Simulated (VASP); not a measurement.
# MgS (I-4m2) in VASP: further runs

The runs below take MgS through single point, with PBE.

Everything below comes from runs of VASP 6.6.1. Logs are shortened: lines on timing, memory, paths and dates and some standing lists are left out, and cuts for length are marked.

## Step 1: The cell of the first run

The structure is tetragonal, space group I-4m2 (No. 119). The conventional cell has a = 4.003 Å, b = 4.003 Å, c = 5.492 Å, α = 90.00°, β = 90.00°, γ = 90.00°. Mg (site symmetry -4m2) has 4 S at 2.43 Å within 3.2 Å. S (site symmetry -4m2) has 4 Mg at 2.43 Å within 3.2 Å.

## Step 2: Single point, PBE (uniaxial z strain -3.0%)

Contents of INCAR:

```
PREC     = Accurate       # precision mode
ENCUT    = 520            # plane-wave cutoff, eV
EDIFF    = 1E-6           # SCF threshold, eV
ISMEAR   = 0              # smearing method
SIGMA    = 0.01           # smearing width, eV
LREAL    = False          # projectors in reciprocal space
LASPH    = True           # aspherical terms in the spheres
NELM     = 60             # most SCF steps
ALGO     = Normal         # electronic algorithm
ISIF     = 2              # what is computed and relaxed
LWAVE    = False          # write WAVECAR
LCHARG   = False          # write CHGCAR
GGA      = PE             # functional
NBANDS   = 11             # bands
```

Contents of KPOINTS:

```
Automatic mesh
0
Gamma
  4 4 4
```

Contents of POSCAR:

```
MgS
1.0
    0.0000000000      2.8308768412      2.7459505360
    2.8308768412      0.0000000000      2.7459505360
    2.8308768412      2.8308768412      0.0000000000
Mg S
1 1
Direct
    0.0000000000      0.0000000000      0.0000000000
    0.2500000000      0.2500000000      0.2500000000
```

Potentials or basis: VASP PAW PBE potentials, release 64 (Mg, S).

Command:

```
$ cat potpaw_PBE.64/Mg/POTCAR potpaw_PBE.64/S/POTCAR > POTCAR
$ mpirun -np 1 vasp_std > vasp.out
```

OUTCAR:

```text
PREC = Accurate
   ENCUT = 520
   EDIFF = 1E-6
   ISMEAR = 0
   LREAL = False
   LASPH = True
   NELM = 60
   ISIF = 2
   GGA = PE

 ion  position               nearest neighbor table
   1  0.000  0.000  0.000-   2 2.43   2 2.43   2 2.43   2 2.43
   2  0.250  0.250  0.250-   1 2.43   1 2.43   1 2.43   1 2.43

  LATTYP: Found a body centered tetragonal cell.
 ALAT       =     4.0034644222
 C/A-ratio  =     1.3717871555

  Lattice vectors:

 A1 = (   0.0000000000,  -2.8308768412,  -2.7459505360)
 A2 = (   0.0000000000,   2.8308768412,  -2.7459505360)
 A3 = (   2.8308768412,   0.0000000000,   2.7459505360)

Analysis of symmetry for initial positions (statically):
=====================================================================
 Subroutine PRICEL returns:
 Original cell was already a primitive cell.

 Routine SETGRP: Setting up the symmetry group for a
 body centered tetragonal supercell.

 Subroutine GETGRP returns: Found  8 space group operations
 (whereof  8 operations were pure point group operations)
 out of a pool of 16 trial point group operations.

The static configuration has the point symmetry D_2d.

Analysis of symmetry for dynamics (positions and initial velocities):
=====================================================================
 Subroutine PRICEL returns:
 Original cell was already a primitive cell.

 Routine SETGRP: Setting up the symmetry group for a
 body centered tetragonal supercell.

 Subroutine GETGRP returns: Found  8 space group operations
 (whereof  8 operations were pure point group operations)
 out of a pool of 16 trial point group operations.

The dynamic configuration has the point symmetry D_2d.

 Subroutine INISYM returns: Found  8 space group operations
 (whereof  8 operations are pure point group operations),
 and found     1 'primitive' translations

----------------------------------------------------------------------------------------

                                     Primitive cell

  volume of cell :      44.0113

  direct lattice vectors                    reciprocal lattice vectors
     0.000000000  2.830876841  2.745950536    -0.176623721  0.176623721  0.182086310
     2.830876841  0.000000000  2.745950536     0.176623721 -0.176623721  0.182086310
     2.830876841  2.830876841  0.000000000     0.176623721  0.176623721 -0.182086310

  length of vectors
     3.943869678  3.943869678  4.003464422     0.309107265  0.309107265  0.309107265

  position of ions in fractional coordinates (direct lattice)
     0.000000000  0.000000000  0.000000000
     0.250000000  0.250000000  0.250000000

  ion indices of the primitive-cell ions
   primitive index   ion index
                 1           1
                 2           2

----------------------------------------------------------------------------------------

 KPOINTS: Automatic mesh

Automatic generation of k-mesh.
 Grid dimensions read from file:
 generate k-points for:    4    4    4

 Generating k-lattice:

  Cartesian coordinates                     Fractional coordinates (reciprocal lattice)
    -0.044155930  0.044155930  0.045521577     0.250000000  0.000000000  0.000000000
     0.044155930 -0.044155930  0.045521577     0.000000000  0.250000000  0.000000000
     0.044155930  0.044155930 -0.045521577     0.000000000  0.000000000  0.250000000

  Length of vectors
     0.077276816  0.077276816  0.077276816

  Shift w.r.t. Gamma in fractional coordinates (k-lattice)
     0.000000000  0.000000000  0.000000000

 Subroutine IBZKPT returns following result:
 ===========================================

 Found     13 irreducible k-points:

 Following reciprocal coordinates:
            Coordinates               Weight
  0.000000  0.000000  0.000000      1.000000
  0.250000 -0.000000  0.000000      8.000000
  0.500000 -0.000000  0.000000      4.000000
  0.250000  0.250000  0.000000      2.000000
  0.500000  0.250000  0.000000      8.000000
 -0.250000  0.250000  0.000000      4.000000
  0.500000  0.500000  0.000000      1.000000
  0.250000  0.000000  0.250000      4.000000
  0.500000 -0.000000  0.250000     16.000000
 -0.250000  0.000000  0.250000      8.000000
 -0.250000  0.500000  0.250000      4.000000
  0.500000  0.000000  0.500000      2.000000
 -0.250000  0.250000  0.500000      2.000000
   k-points           NKPTS =     13   k-points in BZ     NKDIM =     13   number of bands    NBANDS=     11
   number of dos      NEDOS =    301   number of ions     NIONS =      2
   total plane-waves  NPLWV =  27000
   dimension x,y,z NGX =    30 NGY =   30 NGZ =   30
   dimension x,y,z NGXF=    60 NGYF=   60 NGZF=   60
   ions per type =               1   1
   NGX,Y,Z   is equivalent  to a cutoff of  12.65, 12.65, 12.46 a.u.
   NGXF,Y,Z  is equivalent  to a cutoff of  25.29, 25.29, 24.92 a.u.
 SYSTEM =  unknown system
   PREC   = accura    normal or accurate (medium, high low for compatibility)
   ISTART =      0    job   : 0-new  1-cont  2-samecut
[... 121 lines left out ...]
      1      -9.2428      2.00000
      2      -1.4441      2.00000
      3      -0.0602      2.00000
      4       0.4464      2.00000
      5       6.4422      0.00000
      6       8.2503      0.00000
      7      10.0174      0.00000
      8      10.5511      0.00000
      9      13.1410      0.00000
     10      14.8191      0.00000
     11      16.1655      0.00000

 k-point     6 :      -0.2500    0.2500    0.0000
  band No.  band energies     occupation
      1      -9.3938      2.00000
      2      -1.1966      2.00000
      3      -0.1148      2.00000
      4       0.8326      2.00000
      5       7.6025      0.00000
      6       8.2140      0.00000
      7       9.5111      0.00000
      8       9.9725      0.00000
      9      11.3318      0.00000
     10      14.5224      0.00000
     11      15.5868      0.00000

 k-point     7 :       0.5000    0.5000    0.0000
  band No.  band energies     occupation
      1      -9.1003      2.00000
      2      -1.5327      2.00000
      3       0.1045      2.00000
      4       0.1045      2.00000
      5       5.0769      0.00000
      6       6.8043      0.00000
      7      12.9609      0.00000
      8      13.7187      0.00000
      9      13.7187      0.00000
     10      15.2865      0.00000
     11      15.3406      0.00000

 k-point     8 :       0.2500    0.0000    0.2500
  band No.  band energies     occupation
      1      -9.6638      2.00000
      2      -0.5411      2.00000
      3       0.7046      2.00000
      4       0.7271      2.00000
      5       6.4862      0.00000
      6       7.9047      0.00000
      7       9.6815      0.00000
      8      10.7583      0.00000
      9      11.0234      0.00000
     10      13.2889      0.00000
     11      16.7156      0.00000

 k-point     9 :       0.5000   -0.0000    0.2500
  band No.  band energies     occupation
      1      -9.2679      2.00000
      2      -1.4683      2.00000
      3      -0.1100      2.00000
      4       0.5808      2.00000
      5       6.5292      0.00000
      6       8.3898      0.00000
      7       9.8872      0.00000
      8      10.7332      0.00000
      9      13.1241      0.00000
     10      14.6894      0.00000
     11      16.0223      0.00000

 k-point    10 :      -0.2500    0.0000    0.2500
  band No.  band energies     occupation
      1      -9.3887      2.00000
      2      -1.2408      2.00000
      3      -0.2065      2.00000
      4       0.9519      2.00000
      5       7.7602      0.00000
      6       8.2369      0.00000
      7       9.2719      0.00000
      8      10.1309      0.00000
      9      11.3818      0.00000
     10      14.8619      0.00000
     11      15.8242      0.00000

 k-point    11 :      -0.2500    0.5000    0.2500
  band No.  band energies     occupation
      1      -9.1174      2.00000
      2      -1.0884      2.00000
      3      -0.6268      2.00000
      4      -0.1077      2.00000
      5       6.7527      0.00000
      6       9.2419      0.00000
      7       9.5508      0.00000
      8       9.8064      0.00000
      9      14.2179      0.00000
     10      15.3582      0.00000
     11      15.3967      0.00000

 k-point    12 :       0.5000    0.0000    0.5000
  band No.  band energies     occupation
      1      -9.1515      2.00000
      2      -1.6775      2.00000
      3       0.2445      2.00000
      4       0.2610      2.00000
      5       5.1468      0.00000
      6       7.0270      0.00000
      7      12.5936      0.00000
      8      13.5432      0.00000
      9      14.1569      0.00000
     10      15.0428      0.00000
     11      15.3239      0.00000

 k-point    13 :      -0.2500    0.2500    0.5000
  band No.  band energies     occupation
      1      -9.1396      2.00000
      2      -1.0994      2.00000
      3      -0.6393      2.00000
      4      -0.1103      2.00000
      5       6.9532      0.00000
      6       9.4600      0.00000
      7       9.6104      0.00000
      8      10.1775      0.00000
      9      14.0454      0.00000
     10      15.0071      0.00000
     11      15.1083      0.00000

------------------------ aborting loop because EDIFF is reached ----------------------------------------

  FORCE on cell =-STRESS in cart. coord.  units (eV):
  Direction    XX          YY          ZZ          XY          YZ          ZX
  --------------------------------------------------------------------------------------
  -------------------------------------------------------------------------------------
  Total        0.7578396      0.7578396      0.8999711      0.0000000      0.0000000      0.0000000
  in kB       27.5881896     27.5881896     32.7623080      0.0000000      0.0000000      0.0000000
  external PRESSURE =      29.3128958 kB  Pullay stress =       0.0000000 kB

 VOLUME and BASIS-vectors are now :
 -----------------------------------------------------------------------------
  energy-cutoff  :      520.00
  volume of cell :       44.01
      direct lattice vectors                 reciprocal lattice vectors
     0.000000000  2.830876841  2.745950536    -0.176623721  0.176623721  0.182086310
     2.830876841  0.000000000  2.745950536     0.176623721 -0.176623721  0.182086310
     2.830876841  2.830876841  0.000000000     0.176623721  0.176623721 -0.182086310

 POSITION                                       TOTAL-FORCE (eV/Angst)
 -----------------------------------------------------------------------------------
      0.00000      0.00000      0.00000        -0.000000     -0.000000     -0.000000
      1.41544      1.41544      1.37298         0.000000      0.000000      0.000000
 -----------------------------------------------------------------------------------
    total drift:                               -0.000000     -0.000000     -0.000000

  FREE ENERGIE OF THE ION-ELECTRON SYSTEM (eV)
  ---------------------------------------------------
  free  energy   TOTEN  =        -8.4378018632 eV

  energy  without entropy=       -8.4378018632  energy(sigma->0) =       -8.43780186
```

It took 12 s on 1 thread of Intel Xeon Platinum 8375C at 2.90GHz (Ice Lake), shared host; peak memory 0.16 GiB.

What came out:

| Property | Result |
| --- | --- |
| Free energy | -8.4378 eV |
| Pressure | 2.9 GPa |
| Band gap on the k mesh | 3.55 eV, direct |

Stress tensor (GPa, compression positive):
```
2.76 0.00 0.00
0.00 2.76 0.00
0.00 0.00 3.28
```

Levels at points of the mesh, in eV from the valence-band top:
```csv
k point,band 1,band 2,band 3,band 4,band 5,band 6,band 7,band 8
"(0.00, 0.00, 0.00)",-11.42,-0.08,-0.08,0.00,3.55,7.96,7.96,7.99
"(0.50, 0.00, 0.00)",-10.69,-3.29,-0.46,-0.31,5.15,7.48,7.79,8.70
"(0.50, 0.50, 0.00)",-10.42,-2.85,-1.22,-1.22,3.76,5.48,11.64,12.40
"(0.50, 0.00, 0.50)",-10.47,-3.00,-1.08,-1.06,3.83,5.71,11.27,12.22
```

Caveat: the k points lie up to 0.49 Å⁻¹ apart; the cell differs from its parent crystal (uniaxial z strain -3.0%). A k mesh can miss the band edges.

## Step 3: Single point, PBE (uniaxial z strain -2.0%)

Contents of INCAR:

```
ALGO = Normal
EDIFF = 1E-7
ENCUT = 520
GGA = PE
ISIF = 2
ISMEAR = 0
LASPH = T
LCHARG = F
LREAL = F
LWAVE = F
NBANDS = 11
NELM = 60
PREC = Accurate
SIGMA = 0.01
```

Contents of KPOINTS:

```
k-points
0
Gamma
  4 4 4
```

Contents of POSCAR:

```
MgS
1.0
    0.0000000000      2.8308768412      2.7742593044
    2.8308768412      0.0000000000      2.7742593044
    2.8308768412      2.8308768412      0.0000000000
Mg S
1 1
Direct
    0.0000000000      0.0000000000      0.0000000000
    0.2500000000      0.2500000000      0.2500000000
```

Potentials or basis: VASP PAW PBE potentials, release 64 (Mg, S).

Command:

```
$ cat potpaw_PBE.64/Mg/POTCAR potpaw_PBE.64/S/POTCAR > POTCAR
$ mpirun -np 1 vasp_std > vasp.out
```

It took 16 s on 1 thread of Intel Xeon Platinum 8375C at 2.90GHz (Ice Lake), shared host; peak memory 0.16 GiB.

Results (log left out):

```yaml
Free_energy: -8.4461 eV
Pressure: 2.3 GPa
Band_gap_on_the_k_mesh: 3.52 eV, direct
```

Stress tensor (GPa, compression positive):
```
2.14 0.00 0.00
0.00 2.14 0.00
0.00 0.00 2.52
```

Levels at points of the mesh, in eV from the valence-band top:
| k point | band 2 | band 3 | band 4 | band 5 | band 6 | band 7 |
| --- | --- | --- | --- | --- | --- | --- |
| (0.00, 0.00, 0.00) | -0.05 | -0.05 | 0.00 | 3.52 | 7.96 | 7.96 |
| (0.50, 0.00, 0.00) | -3.23 | -0.42 | -0.32 | 5.14 | 7.53 | 7.73 |
| (0.50, 0.50, 0.00) | -2.84 | -1.15 | -1.15 | 3.80 | 5.54 | 11.48 |
| (0.50, 0.00, 0.50) | -2.94 | -1.06 | -1.05 | 3.84 | 5.68 | 11.24 |

Caveat: the k points lie up to 0.48 Å⁻¹ apart; the cell differs from its parent crystal (uniaxial z strain -2.0%). A k mesh can miss the band edges.

## Step 4: Single point, PBE (uniaxial z strain -1.0%)

Contents of INCAR:

```
  PREC = Accurate
  ENCUT = 520
  EDIFF = 1E-7
  ISMEAR = 0
  SIGMA = 0.01
  LREAL = F
  LASPH = T
  NELM = 100
  ALGO = Normal
  ISIF = 2
  LWAVE = F
  LCHARG = T
  GGA = PE
  LELF = T
  LVHAR = T
  NBANDS = 11
```

Contents of KPOINTS:

```
regular mesh
0
Gamma
  4 4 4
```

Contents of POSCAR:

```
MgS
1.0
    0.0000000000      2.8308768412      2.8025680728
    2.8308768412      0.0000000000      2.8025680728
    2.8308768412      2.8308768412      0.0000000000
Mg S
1 1
Direct
    0.0000000000      0.0000000000      0.0000000000
    0.2500000000      0.2500000000      0.2500000000
```

Command:

```
$ cat potpaw_PBE.64/Mg/POTCAR potpaw_PBE.64/S/POTCAR > POTCAR
$ mpirun -np 1 vasp_std > vasp.out
```

Wall time 13 s (1 thread of Intel Xeon Platinum 8375C at 2.90GHz (Ice Lake), shared host); peak memory 0.16 GiB.

It converged, with:

* Free energy: -8.4522 eV
* Pressure: 1.6 GPa
* Band gap on the k mesh: 3.49 eV, direct

Stress tensor (GPa, compression positive):
```
1.57 0.00 0.00
0.00 1.57 0.00
0.00 0.00 1.77
```

Levels at points of the mesh, in eV from the valence-band top:
```csv
k point,band 1,band 2,band 3,band 4,band 5,band 6,band 7,band 8
"(0.00, 0.00, 0.00)",-11.32,-0.03,-0.03,0.00,3.49,7.95,7.95,7.96
"(0.50, 0.00, 0.00)",-10.62,-3.18,-0.37,-0.32,5.13,7.58,7.68,8.64
"(0.50, 0.50, 0.00)",-10.38,-2.83,-1.09,-1.09,3.84,5.59,11.32,12.33
"(0.50, 0.00, 0.50)",-10.40,-2.87,-1.05,-1.04,3.86,5.66,11.20,12.27
```

Caveat: the k points lie up to 0.48 Å⁻¹ apart; the cell differs from its parent crystal (uniaxial z strain -1.0%).

## Step 5: Single point, PBE (uniaxial z strain +1.0%)

Contents of INCAR:

```
SYSTEM = MgS
PREC     = Accurate       ! precision mode
ENCUT    = 520            ! plane-wave cutoff, eV
EDIFF    = 1E-6           ! SCF threshold, eV
ISMEAR   = 0              ! smearing method
SIGMA    = 0.01           ! smearing width, eV
LREAL    = .FALSE.        ! projectors in reciprocal space
LASPH    = .TRUE.         ! aspherical terms in the spheres
NELM     = 100            ! most SCF steps
ALGO     = Normal         ! electronic algorithm
ISIF     = 2              ! what is computed and relaxed
LWAVE    = .FALSE.        ! write WAVECAR
LCHARG   = .FALSE.        ! write CHGCAR
GGA      = PE             ! functional
NBANDS   = 11             ! bands
```

Contents of KPOINTS:

```
Automatic mesh
0
G
  4 4 4
  0 0 0
```

Contents of POSCAR:

```
MgS
1.0
    0.0000000000      2.8308768412      2.8591856096
    2.8308768412      0.0000000000      2.8591856096
    2.8308768412      2.8308768412      0.0000000000
Mg S
1 1
Direct
    0.0000000000      0.0000000000      0.0000000000
    0.2500000000      0.2500000000      0.2500000000
```

Command:

```
$ cat potpaw_PBE.64/Mg/POTCAR potpaw_PBE.64/S/POTCAR > POTCAR
$ mpirun -np 1 vasp_std > vasp.out
```

It took 12 s on 1 thread of Intel Xeon Platinum 8375C at 2.90GHz (Ice Lake), shared host; peak memory 0.16 GiB.

The run converged. Its results:

```
Free energy            : -8.4581 eV
Pressure               : 0.4 GPa
Band gap on the k mesh : 3.40 eV, direct
```

Stress tensor (GPa, compression positive):
```
0.51 0.00 0.00
0.00 0.51 0.00
0.00 0.00 0.28
```

Levels at points of the mesh, in eV from the valence-band top:
```csv
k point,band 1,band 2,band 3,band 4,band 5,band 6,band 7,band 8
"(0.00, 0.00, 0.00)",-11.24,-0.03,0.00,0.00,3.40,7.90,7.91,7.91
"(0.50, 0.00, 0.00)",-10.58,-3.11,-0.36,-0.31,5.06,7.56,7.65,8.55
"(0.50, 0.50, 0.00)",-10.37,-2.82,-1.00,-1.00,3.89,5.67,10.98,12.23
"(0.50, 0.00, 0.50)",-10.36,-2.78,-1.05,-1.04,3.87,5.59,11.09,12.09
```

Caveat: the k points lie up to 0.48 Å⁻¹ apart; the cell differs from its parent crystal (uniaxial z strain +1.0%).

## Step 6: Overview

```tsv
cell	gap on the mesh (eV)	pressure (GPa)
a = 3.944, b = 3.944, c = 4.003 Å, angles 59.5, 59.5, 61.0°, 2 atoms	3.55	2.9
a = 3.964, b = 3.964, c = 4.003 Å, angles 59.7, 59.7, 60.7°, 2 atoms	3.52	2.3
a = 3.983, b = 3.983, c = 4.003 Å, angles 59.8, 59.8, 60.3°, 2 atoms	3.49	1.6
a = 4.024, b = 4.024, c = 4.003 Å, angles 60.2, 60.2, 59.7°, 2 atoms	3.40	0.4
```

Alike in all rows: task single point; level PBE; potentials or basis VASP PAW PBE potentials, release 64 (Mg, S); no spin polarisation; k mesh 4 × 4 × 4; cutoff (eV) 520; smearing gaussian 0.01 eV.

Caveats: all runs use coarse meshes.

Absolute energies hang on the potentials; compare differences alone.
